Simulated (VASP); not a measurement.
Write the native input for VASP 6.6.1 that does the following.

* Task: single point
* Functional: LDA
* Potentials or basis: VASP PAW LDA potentials, release 64 (O)
* Cutoff: 520 eV
* k mesh: 20 × 20 × 20
* Occupations: gaussian, width 0.15 eV
* Spin: no spin polarisation
* Dipole correction: no
* Further INCAR settings: ALGO = Normal; EDIFF = 1e-06; NBANDS = 13

The structure of O lies in POSCAR:

```
O
1.0
    0.0000000000      1.6445112404      3.7425218819
    1.6338947230      0.0000000000      3.7425218819
    1.6338947230      1.6445112404      0.0000000000
O
2
Direct
    0.1002027111      0.1002027111      0.8997972889
    0.8997972889      0.8997972889      0.1002027111
```

This cell differs from its parent crystal: atoms shifted along a free coordinate.

One way to write it, as run:

INCAR

```
ALGO = Normal
EDIFF = 1E-6
ENCUT = 520
ISIF = 2
ISMEAR = 0
LASPH = T
LCHARG = F
LREAL = F
LWAVE = F
NBANDS = 13
NELM = 80
PREC = Accurate
SIGMA = 0.15
```

KPOINTS

```
k-points
0
Gamma
  20 20 20
```

Potentials or basis: VASP PAW LDA potentials, release 64 (O).

Command:

```sh
$ cat potpaw_LDA.64/O/POTCAR > POTCAR
$ mpirun -np 1 vasp_std > vasp.out
```

Results of the run:

| Property | Result |
| --- | --- |
| Pressure | -33.5 GPa |
| Largest force | 8.337 eV/Å |
| Band gap on the k mesh | zero (bands 6 and 7 overlap by 3.07 eV) |

Caveat: the cell differs from its parent crystal (atoms shifted along a free coordinate); the stress differs along the axes, from -100 to -0 GPa; forces of over 1 eV/Å act on the atoms, so gaps and moduli don't describe the material at rest.

Wall time 3.9 min on 1 thread of Intel Xeon 8259CL, with other jobs on the host, peak memory 0.31 GiB.
